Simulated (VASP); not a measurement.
A run of VASP 6.6.1:

The input INCAR:

```
SYSTEM = ZnSe
ALGO     = Normal         ! electronic algorithm
EDIFF    = 1E-6           ! SCF threshold, eV
ENCUT    = 520            ! plane-wave cutoff, eV
GGA      = PS             ! functional
ISIF     = 2              ! what is computed and relaxed
ISMEAR   = -1             ! smearing method
LASPH    = .TRUE.         ! aspherical terms in the spheres
LCHARG   = .FALSE.        ! write CHGCAR
LREAL    = .FALSE.        ! projectors in reciprocal space
LWAVE    = .FALSE.        ! write WAVECAR
NBANDS   = 26             ! bands
NELM     = 80             ! most SCF steps
PREC     = Accurate       ! precision mode
SIGMA    = 0.02           ! smearing width, eV
```

File KPOINTS:

```
k-points
0
G
  6 6 4
  0 0 0
```

POSCAR

```
ZnSe
1.0
    4.1077020000      0.0000000000      0.0000000000
    0.0000000000      4.1077020000      0.0000000000
    0.0000000000      0.0000000000      6.0703500000
Zn Se
2 2
Direct
    0.0000000000      0.0000000000      0.0000000000
    0.5000000000      0.5000000000      0.0000000000
    0.0000000000      0.5000000000      0.2462800000
    0.5000000000      0.0000000000      0.7537200000
```

Potentials or basis: VASP PAW PBE potentials, release 64 (Zn, Se).

The run is started by

```sh
$ cat potpaw_PBE.64/Zn/POTCAR potpaw_PBE.64/Se/POTCAR > POTCAR
$ mpirun -np 1 vasp_std > vasp.out
```

Hardware: 1 thread of AMD EPYC 9R45 (Zen 5), with other jobs on the host.

Question: How long does it take, and how much memory?

Answer: Wall time 69 s on 1 thread of AMD EPYC 9R45 (Zen 5) (shared host), peak memory 0.21 GiB. Counts: scf iterations 14, k points 30.
